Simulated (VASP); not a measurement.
Wanted: the native input for a VASP 6.6.1 run.

| Property | Result |
| --- | --- |
| Task | single point |
| Functional | PBE |
| Potentials or basis | VASP PAW PBE potentials, release 64 (Ga_d, N) |
| Cutoff | 600 eV |
| k mesh | 13 × 13 × 13 |
| Occupations | gaussian, width 0.05 eV |
| Spin | no spin polarisation |
| Dipole correction | no |
| Further INCAR settings | ALGO = Normal; EDIFF = 1e-06; NBANDS = 16 |

The structure of GaN lies in POSCAR:

```
GaN
1.0
    0.0000000000      2.1352350000      2.1352350000
    2.1352350000      0.0000000000      2.1352350000
    2.1352350000      2.1352350000      0.0000000000
Ga N
1 1
Direct
    0.0000000000      0.0000000000      0.0000000000
    0.5000000000      0.5000000000      0.5000000000
```

One way to write it, as run:

INCAR

```
PREC = Accurate ; ENCUT = 600
EDIFF = 1E-6 ; ISMEAR = 0
SIGMA = 0.05 ; LREAL = False
LASPH = True ; NELM = 120
ALGO = Normal ; ISIF = 2
LWAVE = False ; LCHARG = True
GGA = PE ; LELF = True
LVHAR = True ; NBANDS = 16
GGA_COMPAT = False
```

KPOINTS

```
regular mesh
0
Gamma
  13 13 13
```

Potentials or basis: VASP PAW PBE potentials, release 64 (Ga_d, N).

Command:

```console
$ cat potpaw_PBE.64/Ga_d/POTCAR potpaw_PBE.64/N/POTCAR > POTCAR
$ mpirun -np 1 vasp_std > vasp.out
```

Results of the run:

The pressure is 0.2 GPa and the band gap on the k mesh is 0.52 eV (least direct gap 2.37 eV).

Caveat: an odd mesh through Γ misses points on the zone boundary, where band edges can lie.

Run time: 15 s on 1 thread of Intel(R) Xeon(R) Platinum 8375C CPU @ 2.90GHz (Ice Lake), on a shared host, peak memory 0.16 GiB.
